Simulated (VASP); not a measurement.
Crystal: CdS (ke600).

```
Cd S
1.0
     4.16884    0.00000    0.00000
    -2.08442    3.61032    0.00000
     0.00000    0.00000    6.77962
Cd S
2 2
Direct
  0.66667 0.33333 0.50022
  0.33333 0.66667 0.00022
  0.66667 0.33333 0.87678
  0.33333 0.66667 0.37678
```

```yaml
Program: VASP 6.6.1
Task: relaxation of cell and atoms
Functional: LDA
Potentials_or_basis: VASP PAW LDA potentials, release 64 (Cd, S)
Cutoff: 600 eV
k_mesh: 9 × 9 × 4
Occupations: gaussian, width 0.02 eV
Spin: no spin polarisation
```

At the start: pressure -3.5 GPa; volume 25.51 Å³/atom.

Question: How do energy, volume and symmetry change on relaxing?

Answer: Over 9 steps the energy falls by 17.2 meV/atom and the volume is 24.03 Å³/atom (-5.8 %); space group P6_3mc (No. 186, to 0.05 Å).

The path:
| step | energy change (eV) | largest force (eV/Å) | pressure (GPa) | volume (Å³) |
| --- | --- | --- | --- | --- |
| 1 | 0.0000 | 0.0037 | -3.53 | 102.04 |
| 2 | -0.0581 | 0.0106 | 1.62 | 93.97 |
| 3 | -0.0687 | 0.0056 | -0.01 | 96.12 |
| 4 | -0.0687 | 0.0058 | 0.08 | 96.01 |
| 5 | -0.0687 | 0.0048 | -0.03 | 96.17 |
| 6 | -0.0688 | 0.0051 | -0.01 | 96.14 |
| 7 | -0.0688 | 0.0051 | -0.01 | 96.14 |
| 8 | -0.0688 | 0.0042 | -0.01 | 96.14 |
| 9 | -0.0688 | 0.0016 | 0.00 | 96.13 |

Final structure:
```cif
data_structure
_symmetry_space_group_name_H-M 'P 1'
_symmetry_Int_Tables_number 1
_cell_length_a 4.0846
_cell_length_b 4.0846
_cell_length_c 6.6531
_cell_angle_alpha 90.000
_cell_angle_beta 90.000
_cell_angle_gamma 120.000
_cell_volume 96.13
loop_
_atom_site_label
_atom_site_type_symbol
_atom_site_fract_x
_atom_site_fract_y
_atom_site_fract_z
_atom_site_occupancy
Cd1 Cd 0.66667 0.33333 0.50039 1
Cd2 Cd 0.33333 0.66667 0.00039 1
S1 S 0.66667 0.33333 0.87661 1
S2 S 0.33333 0.66667 0.37661 1
```
